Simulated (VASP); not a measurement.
# NbTe (P-6m2) in VASP: settings compared

The runs below take NbTe through single point, with PBE0, HSE06, PBE-based screened hybrid, PBEsol.

Program: VASP 6.6.1. These are calculated values, not measurements. Logs are shortened: lines on timing, memory, paths and dates and some standing lists are left out, and cuts for length are marked.

## (1) The cell of the first run

It takes space group P-6m2 (No. 187, hexagonal). The conventional cell has a = 3.674 Å, b = 3.674 Å, c = 3.611 Å, α = 90.00°, β = 90.00°, γ = 120.00°. Te (site symmetry -6m2) has 6 Nb at 2.79 Å and 8 Te at 3.61 to 3.67 Å within 3.7 Å. Within 3.7 Å of Nb (site symmetry -6m2) lie 6 Te at 2.79 Å and 8 Nb at 3.61 to 3.67 Å.

## (2) Single point, PBE0

Input file POSCAR:

```
NbTe
1.0
    3.6743944172      0.0000000000      0.0000000000
   -1.8371972086      3.1821189088      0.0000000000
    0.0000000000      0.0000000000      3.6109427111
Te Nb
1 1
Direct
    0.6666666667      0.3333333333      0.0000000000
    0.0000000000      0.0000000000      0.5000000000
```

Input file INCAR.step1:

```
PREC = Accurate
ENCUT = 520
EDIFF = 1E-5
ISMEAR = -1
SIGMA = 0.05
LREAL = False
LASPH = True
NELM = 100
ALGO = Normal
ISIF = 2
LWAVE = True
LCHARG = False
NBANDS = 16
GGA = PE
```

Input file INCAR.step2:

```
PREC = Accurate
ENCUT = 520
EDIFF = 1E-6
ISMEAR = -1
SIGMA = 0.05
LREAL = False
LASPH = True
NELM = 100
ALGO = Normal
ISIF = 2
LWAVE = False
LCHARG = False
GGA = PE
LHFCALC = True
AEXX = 0.25
PRECFOCK = Normal
NBANDS = 16
ISTART = 1
```

Input file KPOINTS:

```
Automatic mesh
0
Gamma
  4 4 4
```

Potentials or basis: VASP PAW PBE potentials, release 64 (Te, Nb_sv).

The run is started by

```console
> cat potpaw_PBE.64/Te/POTCAR potpaw_PBE.64/Nb_sv/POTCAR > POTCAR
> cp INCAR.step1 INCAR
> mpirun -np 1 vasp_std > vasp.out
> cp INCAR.step2 INCAR
> mpirun -np 1 vasp_std > vasp.out
```

OUTCAR:

```text
PREC = Accurate
   ENCUT = 520
   EDIFF = 1E-6
   ISMEAR = -1
   LREAL = False
   LASPH = True
   NELM = 100
   ISIF = 2
   GGA = PE
   LHFCALC = True
   AEXX = 0.25
   PRECFOCK = Normal
   ISTART = 1

 ion  position               nearest neighbor table
   1  0.667  0.333  0.000-   2 2.79   2 2.79   2 2.79   2 2.79   2 2.79   2 2.79
   2  0.000  0.000  0.500-   1 2.79   1 2.79   1 2.79   1 2.79   1 2.79   1 2.79

  LATTYP: Found a hexagonal cell.
 ALAT       =     3.6743944172
 C/A-ratio  =     0.9827313840

  Lattice vectors:

 A1 = (   3.6743944172,   0.0000000000,   0.0000000000)
 A2 = (  -1.8371972086,   3.1821189088,   0.0000000000)
 A3 = (   0.0000000000,   0.0000000000,   3.6109427111)

Analysis of symmetry for initial positions (statically):
=====================================================================
 Subroutine PRICEL returns:
 Original cell was already a primitive cell.

 Routine SETGRP: Setting up the symmetry group for a
 hexagonal supercell.

 Subroutine GETGRP returns: Found 12 space group operations
 (whereof 12 operations were pure point group operations)
 out of a pool of 24 trial point group operations.

The static configuration has the point symmetry D_3h.

Analysis of symmetry for dynamics (positions and initial velocities):
=====================================================================
 Subroutine PRICEL returns:
 Original cell was already a primitive cell.

 Routine SETGRP: Setting up the symmetry group for a
 hexagonal supercell.

 Subroutine GETGRP returns: Found 12 space group operations
 (whereof 12 operations were pure point group operations)
 out of a pool of 24 trial point group operations.

The dynamic configuration has the point symmetry D_3h.

 Subroutine INISYM returns: Found 12 space group operations
 (whereof 12 operations are pure point group operations),
 and found     1 'primitive' translations

----------------------------------------------------------------------------------------

                                     Primitive cell

  volume of cell :      42.2204

  direct lattice vectors                    reciprocal lattice vectors
     3.674394417  0.000000000  0.000000000     0.272153690  0.157128006  0.000000000
    -1.837197209  3.182118909  0.000000000     0.000000000  0.314256013  0.000000000
     0.000000000  0.000000000  3.610942711     0.000000000  0.000000000  0.276935992

  length of vectors
     3.674394417  3.674394417  3.610942711     0.314256013  0.314256013  0.276935992

  position of ions in fractional coordinates (direct lattice)
     0.666666667  0.333333333  0.000000000
     0.000000000  0.000000000  0.500000000

  ion indices of the primitive-cell ions
   primitive index   ion index
                 1           1
                 2           2

----------------------------------------------------------------------------------------

 KPOINTS: Automatic mesh

Automatic generation of k-mesh.
 Grid dimensions read from file:
 generate k-points for:    4    4    4

 Generating k-lattice:

  Cartesian coordinates                     Fractional coordinates (reciprocal lattice)
     0.068038423  0.039282002  0.000000000     0.250000000  0.000000000  0.000000000
     0.000000000  0.078564003  0.000000000     0.000000000  0.250000000  0.000000000
     0.000000000  0.000000000  0.069233998     0.000000000  0.000000000  0.250000000

  Length of vectors
     0.078564003  0.078564003  0.069233998

  Shift w.r.t. Gamma in fractional coordinates (k-lattice)
     0.000000000  0.000000000  0.000000000

 Subroutine IBZKPT returns following result:
 ===========================================

 Found     12 irreducible k-points:

 Following reciprocal coordinates:
            Coordinates               Weight
  0.000000  0.000000  0.000000      1.000000
  0.250000  0.000000  0.000000      6.000000
  0.500000  0.000000  0.000000      3.000000
  0.250000  0.250000  0.000000      6.000000
  0.000000  0.000000  0.250000      2.000000
  0.250000  0.000000  0.250000     12.000000
[... 44 lines left out ...]

 val. band max:       11.1146558660   @ k =   0.5000   0.0000   0.0000
 cond. band min:      11.9809488990   @ k =   0.2500   0.0000   0.0000
 fundamental gap:      0.8662930330
 Fermi energy:        11.5351585452

 k-point     1 :       0.0000    0.0000    0.0000
  band No.  band energies     occupation
      1     -48.4226      2.00000
      2     -23.2609      2.00000
      3     -22.9954      2.00000
      4     -22.9954      2.00000
      5      -4.9662      2.00000
      6       7.1802      2.00000
[... 8 lines left out ...]
     15      18.6018      0.00000
     16      19.6763      0.00000

 k-point     2 :       0.2500    0.0000    0.0000
  band No.  band energies     occupation
      1     -48.4161      2.00000
      2     -23.2429      2.00000
      3     -23.0942      2.00000
      4     -23.0208      2.00000
      5      -4.1458      2.00000
      6       4.7774      2.00000
[... 8 lines left out ...]
     15      19.5990      0.00000
     16      21.2115      0.00000

 k-point     3 :       0.5000    0.0000    0.0000
  band No.  band energies     occupation
      1     -48.4097      2.00000
      2     -23.2271      2.00000
      3     -23.1913      2.00000
      4     -23.0468      2.00000
      5      -2.9969      2.00000
      6       2.6787      2.00000
[... 8 lines left out ...]
     15      18.4188      0.00000
     16      21.8941      0.00000

 k-point     4 :       0.2500    0.2500    0.0000
  band No.  band energies     occupation
      1     -48.4097      2.00000
      2     -23.2269      2.00000
      3     -23.1561      2.00000
      4     -23.0814      2.00000
      5      -3.0454      2.00000
      6       3.4505      2.00000
[... 8 lines left out ...]
     15      21.1585      0.00000
     16      21.2443      0.00000
[... 96 lines left out ...]
 k-point    10 :       0.2500    0.0000    0.5000
  band No.  band energies     occupation
      1     -48.4075      2.00000
      2     -23.4147      2.00000
      3     -23.0730      2.00000
      4     -23.0027      2.00000
      5      -2.9506      2.00000
      6       3.1986      2.00000
[... 8 lines left out ...]
     15      18.7525      0.00000
     16      21.3314      0.00000

 k-point    11 :       0.5000    0.0000    0.5000
  band No.  band energies     occupation
      1     -48.4007      2.00000
      2     -23.3912      2.00000
      3     -23.1672      2.00000
      4     -23.0255      2.00000
      5      -2.5511      2.00000
      6       4.0814      2.00000
[... 8 lines left out ...]
     15      17.4278      0.00000
     16      18.5970      0.00000

 k-point    12 :       0.2500    0.2500    0.5000
  band No.  band energies     occupation
      1     -48.4007      2.00000
      2     -23.3915      2.00000
      3     -23.1329      2.00000
      4     -23.0595      2.00000
      5      -2.5367      2.00000
      6       4.1213      2.00000
[... 8 lines left out ...]
     15      17.5430      0.00000
     16      19.3272      0.00000

------------------------ aborting loop because EDIFF is reached ----------------------------------------

  FORCE on cell =-STRESS in cart. coord.  units (eV):
  Direction    XX          YY          ZZ          XY          YZ          ZX
  --------------------------------------------------------------------------------------
  -------------------------------------------------------------------------------------
  Total       -0.1891609     -0.1891609     -0.2647155      0.0000000      0.0000000      0.0000000
  in kB       -7.1782614     -7.1782614    -10.0453977      0.0000000      0.0000000      0.0000000
  external PRESSURE =      -8.1339735 kB  Pullay stress =       0.0000000 kB

 VOLUME and BASIS-vectors are now :
 -----------------------------------------------------------------------------
  energy-cutoff  :      520.00
  volume of cell :       42.22
      direct lattice vectors                 reciprocal lattice vectors
     3.674394417  0.000000000  0.000000000     0.272153690  0.157128006  0.000000000
    -1.837197209  3.182118909  0.000000000     0.000000000  0.314256013  0.000000000
     0.000000000  0.000000000  3.610942711     0.000000000  0.000000000  0.276935992

 POSITION                                       TOTAL-FORCE (eV/Angst)
 -----------------------------------------------------------------------------------
      1.83720      1.06071      0.00000         0.000000     -0.000000      0.000000
      0.00000      0.00000      1.80547        -0.000000      0.000000      0.000000
 -----------------------------------------------------------------------------------
    total drift:                               -0.000000     -0.000001     -0.000000

  FREE ENERGIE OF THE ION-ELECTRON SYSTEM (eV)
  ---------------------------------------------------
  free  energy   TOTEN  =       -18.0025204874 eV

  energy  without entropy=      -18.0024954920  energy(sigma->0) =      -18.00250799
```

Run time: 8.2 min. Hardware: 1 thread of Intel Xeon Platinum 8488C (Sapphire Rapids), shared host; peak memory 0.18 GiB.

Results:

| Property | Result |
| --- | --- |
| Free energy | -18.0025 eV |
| Pressure | -0.8 GPa |

Caveat: the k points lie up to 0.49 Å⁻¹ apart; the PAW data sets were made with another functional, which shifts forces and pressure a little; spin-orbit coupling is left out, which moves the levels of the heavy elements.

## (3) Single point, HSE06

Input file POSCAR:

```
NbTe
1.0
    3.6767210965      0.0000000000      0.0000000000
   -1.8383605482      3.1841338722      0.0000000000
    0.0000000000      0.0000000000      3.6116581545
Te Nb
1 1
Direct
    0.6666666667      0.3333333333      0.0000000000
    0.0000000000      0.0000000000      0.5000000000
```

INCAR.step1: that of step 2 with these lines changed.

```diff
@@ -7,3 +7,3 @@
 LASPH = True
-NELM = 100
+NELM = 80
 ALGO = Normal
@@ -12,3 +12,3 @@
 LCHARG = False
+GGA = PE
 NBANDS = 16
-GGA = PE
```

Input file INCAR.step2:

```
PREC = Accurate
ENCUT = 520
EDIFF = 1E-7
ISMEAR = -1
SIGMA = 0.05
LREAL = False
LASPH = True
NELM = 80
ALGO = Normal
ISIF = 2
LWAVE = False
LCHARG = False
GGA = PE
LHFCALC = True
HFSCREEN = 0.2079
PRECFOCK = Normal
ISTART = 1
NBANDS = 16
```

Input file KPOINTS:

```
regular mesh
0
Gamma
  4 4 4
```

Potentials or basis: VASP PAW PBE potentials, release 64 (Te, Nb_sv).

The run is started by

```console
> cat potpaw_PBE.64/Te/POTCAR potpaw_PBE.64/Nb_sv/POTCAR > POTCAR
> cp INCAR.step1 INCAR
> mpirun -np 1 vasp_std > vasp.out
> cp INCAR.step2 INCAR
> mpirun -np 1 vasp_std > vasp.out
```

It took 11 min on 1 thread of Intel Xeon Platinum 8488C (Sapphire Rapids), shared host; peak memory 0.28 GiB.

Results (log left out):

```
Free energy : -16.3078 eV
Pressure    : -0.6 GPa
```

Stress tensor (GPa, compression positive):
```
-0.57  0.00  0.00
 0.00 -0.57  0.00
 0.00  0.00 -0.80
```

Levels at points of the mesh, in eV from the Fermi level:
```csv
k point,band 7,band 8,band 9,band 10,band 11,band 12
"(0.00, 0.00, 0.00)",-3.95,-3.54,-2.60,0.36,0.36,2.96
"(0.50, 0.00, 0.00)",-4.43,-3.18,-3.18,-0.11,1.63,2.01
"(0.00, 0.00, 0.50)",-3.24,-3.24,-1.28,-1.28,1.29,1.99
"(0.50, 0.00, 0.50)",-6.84,-5.12,-1.76,1.52,1.99,2.31
```

Caveat: the k points lie up to 0.49 Å⁻¹ apart; the PAW data sets were made with another functional, which shifts forces and pressure a little; spin-orbit coupling is left out, which moves the levels of the heavy elements.

## (4) Single point, PBE-based screened hybrid

This run uses another cell than the first one, of 21.23 Å³/atom, 1.005 times its volume.

Input file POSCAR:

```
NbTe
1.0
    3.6817262354      0.0000000000      0.0000000000
   -1.8408631177      3.1884684496      0.0000000000
    0.0000000000      0.0000000000      3.6161994709
Te Nb
1 1
Direct
    0.6666666667      0.3333333333      0.0000000000
    0.0000000000      0.0000000000      0.5000000000
```

Input file INCAR.step1:

```
ALGO = Normal ; EDIFF = 1E-5
ENCUT = 520 ; GGA = PE
ISIF = 2 ; ISMEAR = -1
LASPH = T ; LCHARG = F
LREAL = F ; LWAVE = T
NBANDS = 16 ; NELM = 60
PREC = Accurate ; SIGMA = 0.05
```

Input file INCAR.step2:

```
AEXX = 0.25 ; ALGO = Normal
EDIFF = 1E-6 ; ENCUT = 520
GGA = PE ; HFSCREEN = 0.3
ISIF = 2 ; ISMEAR = -1
ISTART = 1 ; LASPH = T
LCHARG = F ; LHFCALC = T
LREAL = F ; LWAVE = F
NBANDS = 16 ; NELM = 60
PREC = Accurate ; PRECFOCK = Normal
SIGMA = 0.05
```

Input file KPOINTS:

```
k-points
0
Gamma
  4 4 4
```

The run is started by

```console
> cat potpaw_PBE.64/Te/POTCAR potpaw_PBE.64/Nb_sv/POTCAR > POTCAR
> cp INCAR.step1 INCAR
> mpirun -np 1 vasp_std > vasp.out
> cp INCAR.step2 INCAR
> mpirun -np 1 vasp_std > vasp.out
```

Run time: 7.3 min. Hardware: 1 thread of Intel Xeon Platinum 8488C (Sapphire Rapids), shared host; peak memory 0.28 GiB.

Results (log left out):

- Free energy: -15.7532 eV
- Pressure: -0.6 GPa

Stress tensor (GPa, compression positive):
```
-0.51  0.00  0.00
 0.00 -0.51  0.00
 0.00  0.00 -0.72
```

Levels at points of the mesh, in eV from the Fermi level:
```tsv
k point	band 5	band 6	band 7	band 8	band 9	band 10	band 11	band 12	band 13	band 14
(0.00, 0.00, 0.00)	-15.83	-3.79	-3.79	-3.39	-2.51	0.31	0.31	2.86	2.86	3.24
(0.50, 0.00, 0.00)	-13.90	-8.20	-4.28	-3.08	-3.05	-0.10	1.54	1.88	3.58	4.34
(0.00, 0.00, 0.50)	-14.15	-8.58	-3.12	-3.12	-1.16	-1.16	1.21	1.91	1.91	5.67
(0.50, 0.00, 0.50)	-13.46	-6.85	-6.66	-4.96	-1.64	1.44	1.86	2.20	3.35	5.09
```

Caveat: the k points lie up to 0.49 Å⁻¹ apart; the PAW data sets were made with another functional, which shifts forces and pressure a little; spin-orbit coupling is left out, which moves the levels of the heavy elements.

## (5) Single point, PBEsol, non-collinear spin, zero start, spin-orbit coupling

This run uses another cell than the first one, of 21.93 Å³/atom, 1.039 times its volume.

Input file INCAR:

```
  PREC = Accurate
  ENCUT = 520
  EDIFF = 1E-6
  ISMEAR = -1
  SIGMA = 0.05
  LREAL = False
  LASPH = True
  NELM = 150
  ALGO = Normal
  ISIF = 2
  LWAVE = False
  LCHARG = False
  LNONCOLLINEAR = True
  MAGMOM = 0 0 0 0 0 0
  LORBIT = 11
  LSORBIT = True
  GGA_COMPAT = False
  LORBMOM = True
  LMAXMIX = 4
  GGA = PS
  NBANDS = 31
```

Input file KPOINTS:

```
regular mesh
0
Gamma
  6 6 5
```

Input file POSCAR:

```
NbTe
1.0
    3.7029743866      0.0000000000      0.0000000000
   -1.8514871933      3.2068698884      0.0000000000
    0.0000000000      0.0000000000      3.6942110000
Te Nb
1 1
Direct
    0.6666666667      0.3333333333      0.0000000000
    0.0000000000      0.0000000000      0.5000000000
```

The run is started by

```console
> cat potpaw_PBE.64/Te/POTCAR potpaw_PBE.64/Nb_sv/POTCAR > POTCAR
> mpirun -np 1 vasp_ncl > vasp.out
```

It took 49 s on 1 thread of Intel Xeon 6975P-C (Granite Rapids), shared host; peak memory 0.27 GiB.

The run converged. Its results:

- Free energy: -15.0400 eV
- Pressure: -5.2 GPa
- Net moment: 0.00 μB per cell
- Valence electrons inside the program's atomic spheres: Te 3.49; Nb 10.66

Stress tensor (GPa, compression positive):
```
-5.09  0.00  0.00
 0.00 -5.09  0.00
 0.00  0.00 -5.33
```

Moments on the atoms (μB; x, y, z):
```
Te  0.00 0.00 0.00
Nb  0.00 0.00 0.00
```

Caveat: the PAW data sets were made with another functional, which shifts forces and pressure a little.

## (6) Single point, PBEsol

This run uses another cell than the first one, of 20.22 Å³/atom, 0.958 times its volume.

Input file INCAR:

```
PREC     = Accurate       # precision mode
ENCUT    = 520            # plane-wave cutoff, eV
EDIFF    = 1E-7           # SCF threshold, eV
ISMEAR   = -1             # smearing method
SIGMA    = 0.05           # smearing width, eV
LREAL    = False          # projectors in reciprocal space
LASPH    = True           # aspherical terms in the spheres
NELM     = 100            # most SCF steps
ALGO     = Normal         # electronic algorithm
ISIF     = 2              # what is computed and relaxed
LWAVE    = False          # write WAVECAR
LCHARG   = False          # write CHGCAR
GGA      = PS             # functional
NBANDS   = 16             # bands
```

Input file KPOINTS:

```
regular mesh
0
Gamma
  8 8 7
```

Input file POSCAR:

```
NbTe
1.0
    3.5735705299      0.0000000000      0.0000000000
   -1.7867852649      3.0948028611      0.0000000000
    0.0000000000      0.0000000000      3.6574632660
Te Nb
1 1
Direct
    0.6666666667      0.3333333333      0.0000000000
    0.0000000000      0.0000000000      0.5000000000
```

Potentials or basis: VASP PAW PBE potentials, release 64 (Te, Nb_sv).

The run is started by

```console
> cat potpaw_PBE.64/Te/POTCAR potpaw_PBE.64/Nb_sv/POTCAR > POTCAR
> mpirun -np 1 vasp_std > vasp.out
```

Run time: 20 s. Hardware: 1 thread of Intel Xeon Platinum 8488C (Sapphire Rapids), shared host; peak memory 0.17 GiB.

Results (log left out):

```yaml
Free_energy: -14.8824 eV
Pressure: 4.9 GPa
```

Levels at points of the mesh, in eV from the Fermi level:
| k point | band 8 | band 9 | band 10 | band 11 | band 12 | band 13 |
| --- | --- | --- | --- | --- | --- | --- |
| (0.00, 0.00, 0.00) | -3.20 | -2.58 | 0.13 | 0.13 | 2.77 | 2.77 |
| (0.50, 0.00, 0.00) | -3.00 | -2.51 | -0.25 | 1.46 | 1.85 | 3.20 |

Caveat: the PAW data sets were made with another functional, which shifts forces and pressure a little; spin-orbit coupling is left out, which moves the levels of the heavy elements.

## (7) The runs side by side

```csv
level,spin,cell,k mesh,grid for exact exchange (PRECFOCK),screening parameter,share of exact exchange,gap on the mesh (eV),pressure (GPa)
PBE0,off,"a = 3.674, b = 3.674, c = 3.611 Å, angles 90.0, 90.0, 120.0°, 2 atoms",4 × 4 × 4,Normal,-,-,none,-0.8
HSE06,off,"a = 3.677, b = 3.677, c = 3.612 Å, angles 90.0, 90.0, 120.0°, 2 atoms",4 × 4 × 4,Normal,0.2079 1/Å,-,none,-0.6
PBE-based screened hybrid,off,"a = 3.682, b = 3.682, c = 3.616 Å, angles 90.0, 90.0, 120.0°, 2 atoms",4 × 4 × 4,Normal,0.3 1/Å,0.25,none,-0.6
PBEsol,"non-collinear, zero start, SOC","a = 3.703, b = 3.703, c = 3.694 Å, angles 90.0, 90.0, 120.0°, 2 atoms",6 × 6 × 5,-,-,-,-,-5.2
PBEsol,off,"a = 3.574, b = 3.574, c = 3.657 Å, angles 90.0, 90.0, 120.0°, 2 atoms",8 × 8 × 7,-,-,-,none,4.9
```

Alike in all rows: task single point; potentials or basis VASP PAW PBE potentials, release 64 (Te, Nb_sv); cutoff (eV) 520; smearing fermi-dirac 0.05 eV.

Caveats: some runs use coarse meshes; the PAW data sets were made with another functional, which shifts forces and pressure a little; spin-orbit coupling is left out, which moves the levels of the heavy elements (some runs).

Absolute energies hang on the potentials; compare differences alone.
